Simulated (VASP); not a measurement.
InAs:

```
In As
1.0
     0.00000    3.01800    3.01800
     3.01800    0.00000    3.01800
     3.01800    3.01800    0.00000
In As
1 1
Cartesian
  0.0000 0.0000 0.0000
  4.5270 4.5270 4.5270
```

Program: VASP 6.6.1. Alike in all runs: task single point; cell as given; cutoff (eV) 520.

**Question.** Order these runs on this cell by their pressure, lowest first.
A. level LDA; potentials or basis VASP PAW LDA potentials, release 64 (In_d, As); spin non-collinear, zero start, SOC; k mesh 6 × 6 × 6; smearing fermi-dirac 0.05 eV
B. level HSE06; potentials or basis VASP PAW PBE potentials, release 64 (In_d, As); spin off; k mesh 4 × 4 × 4; smearing fermi-dirac 0.05 eV; grid for exact exchange (PRECFOCK) Normal; share of exact exchange 0.25; screening parameter 0.2079 1/Å
C. level PBE; potentials or basis VASP PAW PBE potentials, release 64 (In_d, As); spin off; k mesh 4 × 4 × 4; smearing fermi-dirac 0.03 eV

**Answer.** A (-0.1 GPa), B (2.2 GPa), C (4.9 GPa).

Caveats: some runs use coarse meshes; the PAW data sets were made with another functional, which shifts forces and pressure a little (at least some runs).
